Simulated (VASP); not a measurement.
A run of VASP 6.6.1 is set up as follows.

INCAR

```
SYSTEM = Hf
ALGO = Normal ; EDIFF = 1E-6
ENCUT = 500 ; GGA = PE
GGA_COMPAT = .FALSE. ; ISIF = 2
ISMEAR = 0 ; LASPH = .TRUE.
LCHARG = .FALSE. ; LREAL = .FALSE.
LWAVE = .FALSE. ; NBANDS = 17
NELM = 120 ; PREC = Accurate
SIGMA = 0.020999999999999998
```

KPOINTS

```
k-points
0
G
  10 10 5
  0 0 0
```

Contents of POSCAR:

```
Hf
1.0
    3.1967000000      0.0000000000      0.0000000000
   -1.5983500000      2.7684234083      0.0000000000
    0.0000000000      0.0000000000      5.0578000000
Hf
2
Direct
    0.6666666667      0.3333333333      0.7500000000
    0.3333333333      0.6666666667      0.2500000000
```

Potentials or basis: VASP PAW PBE potentials, release 64 (Hf_pv).

Launch:

```sh
$ cat potpaw_PBE.64/Hf_pv/POTCAR > POTCAR
$ mpirun -np 1 vasp_std > vasp.out
```

**Question.** What does it give for the band gap on the k mesh?

**Answer.** Zero (band 10 reaches 6.10 eV, above the bottom of band 11 at 4.60 eV).

**Question.** Estimate the pressure.

**Answer.** 0.2 GPa.

Stress tensor (GPa, compression positive):
```
 0.29  0.00  0.00
 0.00  0.29  0.00
 0.00  0.00 -0.05
```

Caveat: spin-orbit coupling is left out, which moves the levels of the heavy elements.
